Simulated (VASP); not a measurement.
Input of a VASP 6.6.1 run:

INCAR

```
PREC = Accurate ; ENCUT = 520
EDIFF = 1E-7 ; ISMEAR = 0
SIGMA = 0.1 ; LREAL = F
LASPH = T ; NELM = 150
ALGO = Normal ; ISIF = 2
LWAVE = F ; LCHARG = F
ISPIN = 2 ; MAGMOM = 1 1 1 0 0
LORBIT = 11 ; LMAXMIX = 4
GGA = PE ; NBANDS = 36
```

Contents of KPOINTS:

```
regular mesh
0
Gamma
  6 6 4
```

POSCAR

```
Zr3S2
1.0
    4.9837778814      0.0000000000      0.0000000000
   -2.4918889407      4.3160782521      0.0000000000
    0.0000000000      0.0000000000      4.8676849679
Zr S
3 2
Direct
    0.3333333333      0.6666666667      0.5000000000
    0.6666666667      0.3333333333      0.5000000000
    0.0000000000      0.0000000000      0.0000000000
    0.3333333333      0.6666666667      0.0000000000
    0.6666666667      0.3333333333      0.0000000000
```

Potentials or basis: VASP PAW PBE potentials, release 64 (Zr_sv, S).

The run is started by

```bash
$ cat potpaw_PBE.64/Zr_sv/POTCAR potpaw_PBE.64/S/POTCAR > POTCAR
$ mpirun -np 1 vasp_std > vasp.out
```

Estimate the net moment.

0.55 μB per cell.

Predict the site moments.

Zr +0.23, -0.07 (each value once); S +0.01 μB.

Stress tensor (GPa, compression positive):
```
0.00 0.00 0.00
0.00 0.00 0.00
0.00 0.00 0.29
```
